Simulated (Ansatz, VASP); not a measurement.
# GaSb: VASP beside Ansatz

Contents of INCAR:

```
SYSTEM = GaSb
  ALGO = Normal
  EDIFF = 1E-6
  ENCUT = 520
  GGA = PE
  ISIF = 2
  ISMEAR = 0
  LASPH = .True.
  LCHARG = .False.
  LREAL = .False.
  LWAVE = .False.
  NBANDS = 16
  NELM = 100
  PREC = Accurate
  SIGMA = 0.15
```

KPOINTS

```
k-points
0
Gamma
  14 14 14
  0 0 0
```

The input POSCAR:

```
GaSb
1.0
    0.0000000000      3.0219866174      3.0219866174
    3.0219866174      0.0000000000      3.0219866174
    3.0219866174      3.0219866174      0.0000000000
Ga Sb
1 1
Direct
    0.0000000000      0.0000000000      0.0000000000
    0.7500000000      0.7500000000      0.7500000000
```

Input for Ansatz:

```yaml
crystal:
  lattice:
    - [0.0, 3.0219866174, 3.0219866174]
    - [3.0219866174, 0.0, 3.0219866174]
    - [3.0219866174, 3.0219866174, 0.0]
  atoms:
    - { symbol: Ga, position: [0.0, 0.0, 0.0] }
    - { symbol: Sb, position: [0.75, 0.75, 0.75] }
basis:
  ecutwfc: 420
kpoints:
  mp_grid: { grid: [14, 14, 14] }
hamiltonian:
  xc: pbe
  pseudopotentials: { kind: paw, azcp: { folder: soft_1 } }
scf:
  occupations: { method: gaussian, width: 0.15 }
output:
  forces: true
  stress: true
  eigenvalues: true
```

Alike in both runs: task single point; functional PBE; k mesh 14 × 14 × 14; occupations gaussian, width 0.15 eV; no spin polarisation.

|  | VASP | Ansatz |
| --- | --- | --- |
| version | VASP 6.6.1 | Ansatz 0.2.0 |
| potentials or method | VASP PAW PBE potentials, release 64 (Ga_d, Sb), cutoff 520 eV | scalar-relativistic, plane waves, PAW |
| valence electrons in the cell | 18 | 28 |

```tsv
	VASP	Ansatz	Ansatz less VASP
gap on the k mesh at the Fermi level (eV)	0.30	0.30	+0.002
least direct gap on the mesh (eV)	0.30	0.30	+0.002
pressure (GPa)	4.6	4.5	-0.07
```

With one functional, cell and mesh, what is left measures potentials, basis and numerics. VASP's potentials hold 18 valence electrons a cell and Ansatz's 28, so a difference there can come from the potentials and not from the codes.

Spin-orbit coupling is off throughout.
